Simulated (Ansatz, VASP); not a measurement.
Mg2Si in VASP and in Ansatz

```
Mg Si
1.0
     0.00000    3.16906    3.16906
     3.16906    0.00000    3.16906
     3.16906    3.16906    0.00000
Mg Si
2 1
Direct
  0.25000 0.25000 0.25000
  0.75000 0.75000 0.75000
  0.00000 0.00000 0.00000
```

Alike in both runs: task single point; functional r2SCAN; k mesh 10 × 10 × 10; occupations gaussian, width 0.05 eV; no spin polarisation.

|  | VASP | Ansatz |
| --- | --- | --- |
| version | VASP 6.6.1 | Ansatz 0.2.0 |
| potentials or method | VASP PAW PBE potentials, release 64 (Mg, Si), cutoff 660 eV | scalar-relativistic, plane waves, PAW |
| valence electrons in the cell | 8 | 24 |

|  | VASP | Ansatz | Ansatz less VASP |
| --- | --- | --- | --- |
| gap on the k mesh at the Fermi level (eV) | 0.45 | 0.45 | -0.003 |
| least direct gap on the mesh (eV) | 2.48 | 2.48 | +0.001 |
| pressure (GPa) | -0.3 | 0.0 | +0.29 |

VASP's potentials were made for PBE, not for r2SCAN. The functional is the same, so the differences come from potentials, cutoffs and numerics. VASP's potentials hold 8 valence electrons a cell and Ansatz's 24, so a difference there can come from the potentials and not from the codes.
